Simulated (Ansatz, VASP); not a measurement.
**Two plane-wave programs on LuH2**

```
Lu H
1.0
     0.00000    2.51650    2.51650
     2.51650    0.00000    2.51650
     2.51650    2.51650    0.00000
Lu H
1 2
Direct
  0.00000 0.00000 0.00000
  0.25000 0.25000 0.25000
  0.75000 0.75000 0.75000
```

Alike in both runs: task relaxation of cell and atoms; functional PBEsol; k mesh 14 × 14 × 14; occupations gaussian, width 0.1 eV; no spin polarisation.

|  | VASP | Ansatz |
| --- | --- | --- |
| version | VASP 6.6.1 | Ansatz 0.2.0 |
| potentials or method | VASP PAW PBE potentials, release 64 (Lu, H), cutoff 600 eV | scalar-relativistic, plane waves, PAW |
| valence electrons in the cell | 27 | 27 |

|  | VASP | Ansatz | Ansatz less VASP |
| --- | --- | --- | --- |
| gap on the k mesh at the Fermi level, each at its own relaxed structure (eV) | none | none | - |
| relaxed volume (Å³/atom) | 10.20 | 10.16 | -0.047 |
| relaxed cell length with the largest relative difference (Å) | 3.511 | 3.506 | -0.0054 |

VASP's potentials were made for PBE, not for PBEsol. A gap of «none» marks a metal or a gap that the smearing closes.

Neither program's run includes spin-orbit coupling.
